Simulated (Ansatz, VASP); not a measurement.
## One calculation of NiAu, two programs

```
Ni Au
1.0
     1.38134    0.79752    4.21365
    -1.38134    0.79752    4.21365
     0.00000   -1.59503    4.21365
Ni Au
1 1
Direct
  0.50000 0.50000 0.50000
  0.00000 0.00000 0.00000
```

Alike in both runs: functional PBEsol; k mesh 18 × 18 × 18; occupations gaussian, width 0.1 eV; no spin polarisation.

Ansatz relaxed the structure, and its values are those at the end. VASP's run is a single point on that final structure, the one shown.

|  | VASP | Ansatz |
| --- | --- | --- |
| version | VASP 6.6.1 | Ansatz 0.2.0 |
| potentials or method | VASP PAW PBE potentials, release 64 (Ni, Au), cutoff 600 eV | scalar-relativistic, plane waves, PAW |
| valence electrons in the cell | 21 | 37 |

|  | VASP | Ansatz | Ansatz less VASP |
| --- | --- | --- | --- |
| gap on the k mesh at the Fermi level (eV) | none | none | - |
| pressure (GPa) | 0.0 | 0.0 | +0.06 |

VASP's potentials were made for PBE, not for PBEsol. A gap of «none» marks a metal or a gap that the smearing closes. VASP's potentials hold 21 valence electrons a cell and Ansatz's 37, so a difference there can come from the potentials and not from the codes.

Spin-orbit coupling is off throughout.
